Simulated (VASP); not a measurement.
The system is Zn.

```
Zn
1.0
     2.76567    0.00000    0.00000
    -1.38283    2.39514    0.00000
     0.00000    0.00000    8.94760
Zn
3
Direct
  0.00000 0.00000 0.50000
  0.66667 0.33333 0.24618
  0.66667 0.33333 0.75382
```

- Program: VASP 6.6.1
- Task: relaxation of cell and atoms
- Functional: PBE
- Potentials or basis: VASP PAW PBE potentials, release 64 (Zn)
- Cutoff: 500 eV
- k mesh: 6 × 6 × 2
- Occupations: gaussian, width 0.1 eV
- Spin: no spin polarisation

At the start: pressure -2.6 GPa; volume 19.76 Å³/atom.

**Question.** Where does the relaxation end?

**Answer.** Over 14 steps the energy falls by 131.3 meV/atom; space group P-6m2 (No. 187, to 0.05 Å).

The path:
| step | energy change (eV) | largest force (eV/Å) | pressure (GPa) | volume (Å³) |
| --- | --- | --- | --- | --- |
| 1 | 0.0000 | 0.2787 | -2.61 | 59.27 |
| 2 | -0.1293 | 0.3962 | -0.90 | 56.51 |
| 3 | 0.1381 | 0.4947 | 18.65 | 48.30 |
| 4 | -0.1988 | 0.5129 | 1.58 | 54.60 |
| 5 | -0.2104 | 0.5621 | 6.77 | 51.99 |
| 6 | -0.2244 | 0.5774 | 4.04 | 53.22 |
| 7 | -0.2877 | 0.3991 | 4.89 | 53.56 |
| 8 | -0.3010 | 0.2434 | 6.02 | 53.84 |
| 9 | -0.3795 | 0.0798 | 2.19 | 57.14 |
| 10 | -0.3929 | 0.0139 | -0.05 | 59.74 |
| 11 | -0.3931 | 0.0060 | 0.15 | 59.47 |
| 12 | -0.3931 | 0.0024 | 0.25 | 59.35 |
| 13 | -0.3937 | 0.0077 | 0.12 | 59.31 |
| 14 | -0.3940 | 0.0198 | -0.02 | 59.25 |

Final structure:
```xyz
3
Lattice="2.5900 0.0000 0.0000 -1.2950 2.2430 0.0000 0.0000 0.0000 10.1992" Properties=species:S:1:pos:R:3 pbc="T T T"
Zn    0.0000    0.0000    5.0996
Zn    1.2950    0.7477    2.3998
Zn    1.2950    0.7477    7.7994
```

Caveat: the k points lie up to 0.47 Å⁻¹ apart in the final cell.
